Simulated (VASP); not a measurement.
The system is AlAs.

```xyz
2
Lattice="0.0000 2.7538 2.7538 2.7538 0.0000 2.7538 2.7538 2.7538 0.0000" Properties=species:S:1:pos:R:3 pbc="T T T"
Al    0.0000    0.0000    0.0000
As    1.3769    1.3769    1.3769
```

This cell differs from its parent crystal: strain -3.0%.

Base run:

- Program: VASP 6.6.1
- Functional: PBE
- Potentials or basis: VASP PAW PBE potentials, release 64 (Al, As)
- Cutoff: 500 eV
- k mesh: 8 × 8 × 8
- Occupations: fermi-dirac, width 0.02 eV
- Spin: no spin polarisation

Its results: band gap on the k mesh 1.28 eV, indirect (least direct gap 2.73 eV); pressure 10.5 GPa.

Question: The run is repeated on the same cell with these changes: k mesh from 8 × 8 × 8 to 4 × 4 × 4; occupations from fermi-dirac, width 0.02 eV to gaussian, width 0.01 eV. What comes out?

Answer: Band gap on the k mesh 1.25 eV, indirect (least direct gap 2.73 eV); pressure 10.9 GPa.

Caveats: some runs use coarse meshes.

A k mesh can miss the band edges.
